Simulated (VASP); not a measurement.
# Rh in VASP: a series of runs, part 2 of 2

VASP 6.6.1. The steps go on from the part before.

## (3) Electric field gradients, PBE (equal xx and yy strain of -3 %)

Contents of INCAR:

```
PREC = Accurate
ENCUT = 520
EDIFF = 1E-8
ISMEAR = -1
SIGMA = 0.08
LREAL = F
LASPH = T
NELM = 80
ALGO = Normal
ISIF = 2
LWAVE = F
LCHARG = F
GGA = PE
LEFG = T
NBANDS = 14
```

Contents of KPOINTS:

```
Automatic mesh
0
Gamma
  16 16 16
```

Contents of POSCAR:

```
Rh
1.0
    0.0000000000      1.8445035000      1.9015500000
    1.8445035000      0.0000000000      1.9015500000
    1.8445035000      1.8445035000      0.0000000000
Rh
1
Direct
    0.0000000000      0.0000000000      0.0000000000
```

Potentials or basis: VASP PAW PBE potentials, release 64 (Rh_pv).

Run with:

```console
$ cat potpaw_PBE.64/Rh_pv/POTCAR > POTCAR
$ mpirun -np 1 vasp_std > vasp.out
```

OUTCAR:

```text
PREC = Accurate
   ENCUT = 520
   EDIFF = 1E-8
   ISMEAR = -1
   LREAL = F
   LASPH = T
   NELM = 80
   ISIF = 2
   GGA = PE

 ion  position               nearest neighbor table
   1  0.000  0.000  0.000-

  LATTYP: Found a body centered tetragonal cell.
 ALAT       =     2.6085218655
 C/A-ratio  =     1.4579521262

  Lattice vectors:

 A1 = (  -1.8445035000,   0.0000000000,   1.9015500000)
 A2 = (   1.8445035000,   0.0000000000,   1.9015500000)
 A3 = (   0.0000000000,   1.8445035000,  -1.9015500000)

Analysis of symmetry for initial positions (statically):
=====================================================================
 Subroutine PRICEL returns:
 Original cell was already a primitive cell.

 Routine SETGRP: Setting up the symmetry group for a
 body centered tetragonal supercell.

 Subroutine GETGRP returns: Found 16 space group operations
[... 588 lines left out ...]

 VOLUME and BASIS-vectors are now :
 -----------------------------------------------------------------------------
  energy-cutoff  :      520.00
  volume of cell :       12.94
      direct lattice vectors                 reciprocal lattice vectors
     0.000000000  1.844503500  1.901550000    -0.271075658  0.271075658  0.262943388
     1.844503500  0.000000000  1.901550000     0.271075658 -0.271075658  0.262943388
     1.844503500  1.844503500  0.000000000     0.271075658  0.271075658 -0.262943388

 POSITION                                       TOTAL-FORCE (eV/Angst)
 -----------------------------------------------------------------------------------
      0.00000      0.00000      0.00000        -0.000000     -0.000000     -0.000000
 -----------------------------------------------------------------------------------
    total drift:                               -0.000000     -0.000000     -0.000000

  FREE ENERGIE OF THE ION-ELECTRON SYSTEM (eV)
  ---------------------------------------------------
  free  energy   TOTEN  =        -7.1804797991 eV

  energy  without entropy=       -7.1535932943  energy(sigma->0) =       -7.16703655

 Electric field gradients (V/A^2)
---------------------------------------------------------------------
 ion       V_xx      V_yy      V_zz      V_xy      V_xz      V_yz
---------------------------------------------------------------------
   1      -1.103    -1.103     2.206     0.002     0.000     0.000
---------------------------------------------------------------------

 Electric field gradients after diagonalization (V/A^2)
 (convention: |V_zz| > |V_xx| > |V_yy|)
----------------------------------------------------------------------
 ion       V_xx      V_yy      V_zz     asymmetry (V_yy - V_xx)/ V_zz
----------------------------------------------------------------------
   1      -1.105    -1.101     2.206       0.002
----------------------------------------------------------------------

           NMR quadrupolar parameters

 Cq : quadrupolar parameter    Cq=e*Q*V_zz/h
 eta: asymmetry parameters     (V_yy - V_xx)/ V_zz
 Q  : nuclear electric quadrupole moment in mb (millibarn)
----------------------------------------------------------------------
 ion       Cq(MHz)       eta       Q (mb)
----------------------------------------------------------------------
   1       0.005       0.002       1.000
----------------------------------------------------------------------
```

OSZICAR:

```text
N       E                     dE             d eps       ncg     rms          rms(c)
DAV:   1     0.119185985251E+03    0.11919E+03   -0.86487E+03  9830   0.116E+03
DAV:   2    -0.612669134239E+01   -0.12531E+03   -0.11977E+03 10804   0.342E+02
DAV:   3    -0.765508541743E+01   -0.15284E+01   -0.15260E+01 11608   0.416E+01
DAV:   4    -0.766046141752E+01   -0.53760E-02   -0.53759E-02 10930   0.252E+00
DAV:   5    -0.766050581499E+01   -0.44397E-04   -0.44399E-04 11284   0.201E-01    0.119E+01
DAV:   6    -0.720646530979E+01    0.45404E+00   -0.70327E-01 10348   0.118E+01    0.450E+00
DAV:   7    -0.718430469108E+01    0.22161E-01   -0.24409E-02 11338   0.203E+00    0.192E+00
DAV:   8    -0.718069451121E+01    0.36102E-02   -0.45023E-03 10180   0.922E-01    0.283E-01
DAV:   9    -0.718047800494E+01    0.21651E-03   -0.16756E-04 10252   0.184E-01    0.121E-02
DAV:  10    -0.718047958235E+01   -0.15774E-05   -0.29060E-06 10936   0.210E-02    0.463E-03
DAV:  11    -0.718047985818E+01   -0.27583E-06   -0.40427E-07 10966   0.891E-03    0.616E-04
DAV:  12    -0.718047978726E+01    0.70922E-07   -0.79013E-09  6944   0.131E-03    0.806E-05
DAV:  13    -0.718047979909E+01   -0.11832E-07   -0.39286E-10  5096   0.267E-04    0.654E-05
DAV:  14    -0.718047979907E+01    0.20464E-10   -0.10414E-10  4994   0.137E-04
   1 F= -.71804798E+01 E0= -.71670365E+01  d E =-.268865E-01
```

stdout:

```text
POSCAR found type information on POSCAR Rh
 POSCAR found :  1 types and       1 ions
 scaLAPACK will be used
 LDA part: xc-table for (Slater+PW92), standard interpolation
 POSCAR, INCAR and KPOINTS ok, starting setup
 FFT: planning ... GRIDC
 FFT: planning ... GRID_SOFT
 FFT: planning ... GRID
 WAVECAR not read
 entering main loop
ion   1
```

Wall time 29 s (1 thread of AMD EPYC 9R45 (Zen 5), shared host); peak memory 0.14 GiB.

What came out:

```yaml
Free_energy: -7.1805 eV
Pressure: 26.6 GPa
```

Stress tensor (GPa, compression positive):
```
29.55  0.00  0.00
 0.00 29.55  0.00
 0.00  0.00 20.61
```

Levels at points of the mesh, in eV from the Fermi level:
| k point | band 4 | band 5 | band 6 | band 7 | band 8 | band 9 | band 10 | band 11 |
| --- | --- | --- | --- | --- | --- | --- | --- | --- |
| (0.00, 0.00, 0.00) | -8.40 | -3.61 | -3.24 | -3.24 | -1.30 | -0.86 | 15.96 | 20.37 |
| (0.50, 0.00, 0.00) | -6.63 | -3.64 | -3.28 | 0.56 | 0.68 | 0.74 | 9.31 | 15.46 |
| (0.50, 0.50, 0.00) | -6.89 | -6.49 | 0.64 | 1.09 | 1.09 | 2.92 | 12.51 | 14.08 |
| (0.50, 0.00, 0.50) | -6.91 | -6.51 | 0.60 | 0.96 | 1.28 | 3.59 | 13.32 | 13.38 |

Electric field gradients, principal values (V/Å²):
```
atom   least  middle  greatest (by size)
1 Rh  -1.101  -1.105               2.206
```

Caveat: the cell differs from its parent crystal (equal xx and yy strain of -3 %); without QUAD_EFG the Cq values of the log hold for a quadrupole moment of 1 mb, not for the nuclei.

## (4) Density of states, PBE

This run uses another cell than the first one, of 13.75 Å³/atom, 1.010 times its volume.

Contents of POSCAR:

```
Rh
1.0
    0.0000000000      1.9015500000      1.9015500000
    1.9015500000      0.0000000000      1.9015500000
    1.9015500000      1.9015500000      0.0000000000
Rh
1
Direct
    0.0000000000      0.0000000000      0.0000000000
```

Contents of INCAR.step1:

```
ALGO     = Normal         # electronic algorithm
EDIFF    = 1E-6           # SCF threshold, eV
ENCUT    = 400            # plane-wave cutoff, eV
GGA      = PE             # functional
GGA_COMPAT= False        
ISIF     = 2              # what is computed and relaxed
ISMEAR   = -1             # smearing method
LASPH    = True           # aspherical terms in the spheres
LCHARG   = True           # write CHGCAR
LMAXMIX  = 4              # l up to which the mixer works
LORBIT   = 11             # projections on sites
LREAL    = False          # projectors in reciprocal space
LWAVE    = False          # write WAVECAR
NBANDS   = 14             # bands
NEDOS    = 2001           # points of the DOS
NELM     = 120            # most SCF steps
PREC     = Accurate       # precision mode
SIGMA    = 0.08           # smearing width, eV
```

Contents of KPOINTS.step1:

```
k-points
0
Gamma
  16 16 16
```

Contents of INCAR.step2:

```
ALGO     = Normal         # electronic algorithm
EDIFF    = 1E-6           # SCF threshold, eV
ENCUT    = 400            # plane-wave cutoff, eV
GGA      = PE             # functional
GGA_COMPAT= False        
ICHARG   = 11             # starting density
ISIF     = 2              # what is computed and relaxed
ISMEAR   = -5             # smearing method
LASPH    = True           # aspherical terms in the spheres
LCHARG   = False          # write CHGCAR
LMAXMIX  = 4              # l up to which the mixer works
LORBIT   = 11             # projections on sites
LREAL    = False          # projectors in reciprocal space
LWAVE    = False          # write WAVECAR
NBANDS   = 14             # bands
NEDOS    = 2001           # points of the DOS
NELM     = 120            # most SCF steps
PREC     = Accurate       # precision mode
SIGMA    = 0.08           # smearing width, eV
```

Contents of KPOINTS.step2:

```
k-points
0
Gamma
  24 24 24
```

Run with:

```console
$ cat potpaw_PBE.64/Rh_pv/POTCAR > POTCAR
$ cp INCAR.step1 INCAR
$ cp KPOINTS.step1 KPOINTS
$ mpirun -np 1 vasp_std > vasp.out
$ cp INCAR.step2 INCAR
$ cp KPOINTS.step2 KPOINTS
$ mpirun -np 1 vasp_std > vasp.out
```

It took 66 s on 1 thread of Intel Xeon 8259CL, shared host; peak memory 0.16 GiB.

It converged, with:

```yaml
Valence_electrons_inside_the_program's_atomic_spheres: Rh 13.79
```

Levels at points of the mesh, in eV from the Fermi level:
| k point | band 3 | band 4 | band 5 | band 6 | band 7 | band 8 | band 9 | band 10 | band 11 | band 12 |
| --- | --- | --- | --- | --- | --- | --- | --- | --- | --- | --- |
| (0.00, 0.00, 0.00) | -46.38 | -7.96 | -3.08 | -3.08 | -3.08 | -0.99 | -0.99 | 16.00 | 20.55 | 21.45 |
| (0.50, 0.00, 0.00) | -46.48 | -6.12 | -3.15 | -3.15 | 0.57 | 0.57 | 0.73 | 8.64 | 15.50 | 20.56 |
| (0.50, 0.50, 0.00) | -46.64 | -6.31 | -5.94 | 0.54 | 0.99 | 0.99 | 3.26 | 12.27 | 13.32 | 13.32 |

Caveat: tetrahedron occupations give inexact forces and stress in metals.

## (5) Summary

| task | cell | cutoff (eV) | k mesh for the DOS | occupations for the DOS | gap on the mesh (eV) | pressure (GPa) |
| --- | --- | --- | --- | --- | --- | --- |
| electric field gradients | a = 2.676, b = 2.676, c = 2.689 Å, angles 59.8, 59.8, 60.3°, 1 atom | 520 | - | - | none | 9.0 |
| electric field gradients | a = 2.649, b = 2.649, c = 2.609 Å, angles 60.5, 60.5, 59.0°, 1 atom | 520 | - | - | none | 26.6 |
| density of states | a = 2.689 Å, angles 60.0°, 1 atom | 400 | 24 × 24 × 24 | tetrahedron | - | - |

Alike in all rows: level PBE; potentials or basis VASP PAW PBE potentials, release 64 (Rh_pv); no spin polarisation; k mesh 16 × 16 × 16; smearing fermi-dirac 0.08 eV.

Caveats: tetrahedron occupations give inexact forces and stress in metals (some runs).

Absolute energies hang on the potentials; compare differences alone.
